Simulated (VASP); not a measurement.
**SnO2: relaxation of cell and atoms with BLYP+D3(BJ)**

The system is SnO2.

```
Sn O
1.0
     4.78800    0.00000    0.00000
     0.00000    4.86658    0.00000
     0.00000    0.00000    3.24090
Sn O
2 4
Cartesian
  2.3940 2.4333 1.6204
  0.0000 0.0000 0.0000
  1.3974 1.5624 0.0000
  3.7914 0.8709 1.6204
  0.9966 3.9957 1.6204
  3.3906 3.3042 0.0000
```

```json
{"Program": "VASP 6.6.1", "Task": "relaxation of cell and atoms", "Functional": "BLYP", "Dispersion": "D3(BJ)", "Potentials or basis": "VASP PAW PBE potentials, release 64 (Sn_d, O)", "Cutoff": "600 eV", "k mesh": "6 × 4 × 6", "Occupations": "gaussian, width 0.01 eV", "Spin": "no spin polarisation", "Dipole correction": "no", "Further INCAR settings": "ALGO = Normal; EDIFF = 1e-06; IBRION = 2; EDIFFG = -0.005; NSW = 80; ISIF = 3"}
```

| Quantity | Value |
| --- | --- |
| Relaxed volume | 12.53 Å³/atom |
| Relaxed cell | a = 4.804 Å, b = 4.810 Å, c = 3.254 Å, α = 90.00°, β = 90.00°, γ = 90.00° |
| Space group after relaxing (to 0.1 Å) | P4_2/mnm (No. 136) |
| Energy gained by relaxing | 2.1 meV/atom |
| Ionic steps | 22 |
| Pressure after relaxing | 0.0 GPa |
| Band gap on the k mesh | 0.74 eV |
| Dispersion energy per atom | -0.465 eV |

Forces on the atoms (eV/Å):
```
Sn   0.000  0.000  0.000
Sn   0.000  0.000  0.000
O    0.003  0.001  0.000
O    0.003 -0.001  0.000
O   -0.003  0.001  0.000
O   -0.003 -0.001  0.000
```

Step by step:
```tsv
step	energy change (eV)	largest force (eV/Å)	pressure (GPa)	volume (Å³)
1	0.0000	0.1023	-0.77	75.52
2	-0.0039	0.0437	0.51	74.86
3	-0.0039	0.0449	0.45	74.88
4	-0.0046	0.0606	-0.23	75.11
5	-0.0047	0.0526	-0.05	75.06
6	-0.0052	0.0431	-0.10	75.07
7	-0.0061	0.0557	-0.14	75.12
8	-0.0062	0.0762	-0.15	75.15
9	-0.0065	0.0744	-0.10	75.13
10	-0.0072	0.0688	0.02	75.09
11	-0.0085	0.0593	0.29	75.01
12	-0.0096	0.0385	0.79	74.84
13	-0.0102	0.0249	0.62	74.91
14	-0.0109	0.0086	0.35	75.02
15	-0.0113	0.0363	-0.18	75.24
16	-0.0113	0.0335	-0.13	75.22
17	-0.0115	0.0295	-0.16	75.23
18	-0.0118	0.0174	-0.17	75.25
19	-0.0122	0.0073	-0.21	75.30
20	-0.0123	0.0094	0.09	75.17
21	-0.0123	0.0098	0.07	75.17
22	-0.0123	0.0027	0.02	75.18
```

Final structure:
```
Sn O
1.0
     4.80379    0.00000    0.00000
     0.00000    4.80974    0.00000
     0.00000    0.00000    3.25387
Sn O
2 4
Cartesian
  2.4019 2.4049 1.6269
  0.0000 0.0000 0.0000
  1.4669 1.4743 0.0000
  3.8688 0.9306 1.6269
  0.9350 3.8791 1.6269
  3.3369 3.3355 0.0000
```

Levels at points of the mesh, in eV from the valence-band top:
| k point | band 22 | band 23 | band 24 | band 25 | band 26 | band 27 | band 28 | band 29 | band 30 | band 31 |
| --- | --- | --- | --- | --- | --- | --- | --- | --- | --- | --- |
| (0.00, 0.00, 0.00) | -1.24 | -1.24 | -0.72 | -0.72 | 0.00 | 0.74 | 5.69 | 6.16 | 6.16 | 10.10 |
| (0.50, 0.00, 0.00) | -1.86 | -1.19 | -1.19 | -0.58 | -0.58 | 3.93 | 3.93 | 6.88 | 6.88 | 10.60 |
| (0.00, 0.50, 0.00) | -1.87 | -1.19 | -1.19 | -0.58 | -0.58 | 3.94 | 3.94 | 6.89 | 6.89 | 10.59 |
| (0.50, 0.50, 0.00) | -1.86 | -1.31 | -1.31 | -0.83 | -0.83 | 4.30 | 4.30 | 7.24 | 7.24 | 10.66 |
| (0.00, 0.00, 0.50) | -2.55 | -1.51 | -1.51 | -1.16 | -1.16 | 5.59 | 5.59 | 9.57 | 9.57 | 10.32 |
| (0.50, 0.00, 0.50) | -1.64 | -1.00 | -1.00 | -0.71 | -0.71 | 5.85 | 5.85 | 7.85 | 7.85 | 10.55 |
| (0.00, 0.50, 0.50) | -1.62 | -1.01 | -1.01 | -0.71 | -0.71 | 5.85 | 5.85 | 7.84 | 7.84 | 10.57 |
| (0.50, 0.50, 0.50) | -2.31 | -0.89 | -0.89 | -0.76 | -0.76 | 4.40 | 4.40 | 8.80 | 8.80 | 10.57 |

Run time: 13 min on 1 thread of Intel(R) Xeon(R) 6975P-C (Granite Rapids) (shared host), peak memory 0.3 GiB.

Caveat: the PAW data sets were made with another functional, which shifts forces and pressure a little; spin-orbit coupling is left out, which moves the levels of the heavy elements.
